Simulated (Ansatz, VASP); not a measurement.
BIr3Pd: VASP beside Ansatz

```
B Pd Ir
1.0
     3.01754    0.00000    0.00000
     0.00000    3.01754    0.00000
     0.00000    0.00000    7.41525
B Pd Ir
1 1 3
Cartesian
  1.5088 1.5088 0.0000
  0.0000 0.0000 0.0000
  1.5088 1.5088 2.0300
  1.5088 1.5088 5.3853
  0.0000 0.0000 3.7076
```

Alike in both runs: functional PBE; k mesh 12 × 12 × 6; occupations gaussian, width 0.1 eV; no spin polarisation.

Ansatz relaxed the structure, and its values are those at the end. VASP's run is a single point on that final structure, the one shown.

```csv
,VASP,Ansatz
version,VASP 6.6.1,Ansatz 0.2.0
potentials or method,"VASP PAW PBE potentials, release 64 (B, Pd_sv_GW, Ir_sv_GW), cutoff 630 eV","scalar-relativistic, plane waves, PAW"
valence electrons in the cell,72,72
```

|  | VASP | Ansatz | Ansatz less VASP |
| --- | --- | --- | --- |
| gap on the k mesh at the Fermi level (eV) | none | none | - |
| pressure (GPa) | -0.5 | 0.0 | +0.51 |
| rms of the force components (eV/Å) | 0.006 | 0.002 | -0.0042 |

A gap of «none» marks a metal or a gap that the smearing closes. The functional is the same, so the differences come from potentials, cutoffs and numerics.

Spin-orbit coupling is off throughout.
